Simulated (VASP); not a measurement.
Here is a VASP 6.6.1 calculation.

INCAR

```
PREC     = Accurate       # precision mode
ENCUT    = 520            # plane-wave cutoff, eV
EDIFF    = 1E-7           # SCF threshold, eV
ISMEAR   = 0              # smearing method
SIGMA    = 0.1            # smearing width, eV
LREAL    = False          # projectors in reciprocal space
LASPH    = True           # aspherical terms in the spheres
NELM     = 150            # most SCF steps
ALGO     = Normal         # electronic algorithm
ISIF     = 2              # what is computed and relaxed
LWAVE    = False          # write WAVECAR
LCHARG   = False          # write CHGCAR
ISPIN    = 2              # spin polarisation
MAGMOM   = 0 0 1          # initial moments
LORBIT   = 11             # projections on sites
GGA      = PE             # functional
NBANDS   = 20             # bands
```

The input KPOINTS:

```
regular mesh
0
Gamma
  6 6 4
```

POSCAR

```
Na2N
1.0
    3.7019771789      0.0000000000      0.0000000000
   -1.8509885894      3.2060062811      0.0000000000
    0.0000000000      0.0000000000      5.6351992789
Na N
2 1
Direct
    0.6666666667      0.3333333333      0.6960968773
    0.3333333333      0.6666666667      0.3039031227
    0.0000000000      0.0000000000      0.5000000000
```

Potentials or basis: VASP PAW PBE potentials, release 64 (Na_pv, N).

Command:

```bash
$ cat potpaw_PBE.64/Na_pv/POTCAR potpaw_PBE.64/N/POTCAR > POTCAR
$ mpirun -np 1 vasp_std > vasp.out
```

Q: Estimate the largest force.

A: 0.033 eV/Å.

Q: Predict the pressure.

A: 0.1 GPa.

Forces on the atoms (eV/Å):
```
Na   0.000  0.000  0.033
Na   0.000  0.000 -0.033
N    0.000  0.000  0.000
```
